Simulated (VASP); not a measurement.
Input of a VASP 6.6.1 run:

Contents of INCAR:

```
PREC = Accurate
ENCUT = 600
EDIFF = 1E-7
ISMEAR = 0
SIGMA = 0.1
LREAL = False
LASPH = True
NELM = 100
ALGO = Fast
ISIF = 3
LWAVE = False
LCHARG = False
GGA = PE
IBRION = 2
NSW = 100
EDIFFG = -0.01
```

File KPOINTS:

```
Automatic mesh
0
Gamma
  12 12 12
```

POSCAR

```
Be2Te
1.0
    1.8801658873      1.0855142811      4.1298592417
   -1.8801658873      1.0855142811      4.1298592417
    0.0000000000     -2.1710285623      4.1298592417
Be Te
2 1
Direct
    0.2076159318      0.2076159318      0.2076159318
    0.4526930958      0.4526930958      0.4526930958
    0.0063909723      0.0063909723      0.0063909723
```

Potentials or basis: VASP PAW PBE potentials, release 64 (Be, Te).

Launch:

```bash
$ cat potpaw_PBE.64/Be/POTCAR potpaw_PBE.64/Te/POTCAR > POTCAR
$ mpirun -np 1 vasp_std > vasp.out
```

Task: Predict the band gap on the k mesh.

Result: Zero (bands 5 and 6 overlap by 2.89 eV).

Task: What does it give for the relaxed volume?

Result: 16.76 Å³/atom.

Task: Predict the space group after relaxing (to 0.1 Å).

Result: R3m (No. 160).

Task: Predict the relaxed cell.

Result: a = 4.632 Å, b = 4.632 Å, c = 4.632 Å, α = 48.00°, β = 48.00°, γ = 48.00°.

The path:
```csv
step,energy change (eV),largest force (eV/Å),pressure (GPa),volume (Å³)
1,0.0000,0.0375,-0.10,50.57
2,-0.0004,0.0415,-0.01,50.49
3,-0.0006,0.0628,0.11,50.39
4,-0.0009,0.0481,0.02,50.42
5,-0.0013,0.0131,-0.19,50.49
6,-0.0015,0.0035,0.00,50.29
```

Caveat: spin-orbit coupling is left out, which moves the levels of the heavy elements.
